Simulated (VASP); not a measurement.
Write the native input for VASP 6.6.1 that does the following.

* Task: single point
* Functional: revPBE
* Potentials or basis: VASP PAW PBE potentials, release 64 (Os)
* Cutoff: 520 eV
* k mesh: 16 × 16 × 16
* Occupations: fermi-dirac, width 0.1 eV
* Spin: no spin polarisation
* Dipole correction: no
* Further INCAR settings: ALGO = Normal; EDIFF = 1e-06; NBANDS = 10

The structure of Os lies in POSCAR:

```
Os
1.0
    0.0000000000      1.9073631197      1.9073631197
    1.9073631197      0.0000000000      1.9073631197
    1.9073631197      1.9073631197      0.0000000000
Os
1
Direct
    0.0000000000      0.0000000000      0.0000000000
```

This cell differs from its parent crystal: volume scaled by 0.96.

One way to write it, as run:

INCAR

```
SYSTEM = Os
ALGO = Normal
EDIFF = 1E-6
ENCUT = 520
GGA = RE
ISIF = 2
ISMEAR = -1
LASPH = .TRUE.
LCHARG = .FALSE.
LREAL = .FALSE.
LWAVE = .FALSE.
NBANDS = 10
NELM = 60
PREC = Accurate
SIGMA = 0.1
```

KPOINTS

```
k-points
0
G
  16 16 16
  0 0 0
```

Potentials or basis: VASP PAW PBE potentials, release 64 (Os).

Run with:

```bash
$ cat potpaw_PBE.64/Os/POTCAR > POTCAR
$ mpirun -np 1 vasp_std > vasp.out
```

Results of the run:

| Item | Value |
| --- | --- |
| Pressure | 16.8 GPa |
| Band gap on the k mesh | zero (band 4 reaches 11.98 eV, above the bottom of band 5 at 7.83 eV) |

Caveat: the PAW data sets were made with another functional, which shifts forces and pressure a little; spin-orbit coupling is left out, which moves the levels of the heavy elements.

It took 11 s on 1 thread of Intel(R) Xeon(R) Platinum 8488C (Sapphire Rapids), on a shared host, peak memory 0.14 GiB.
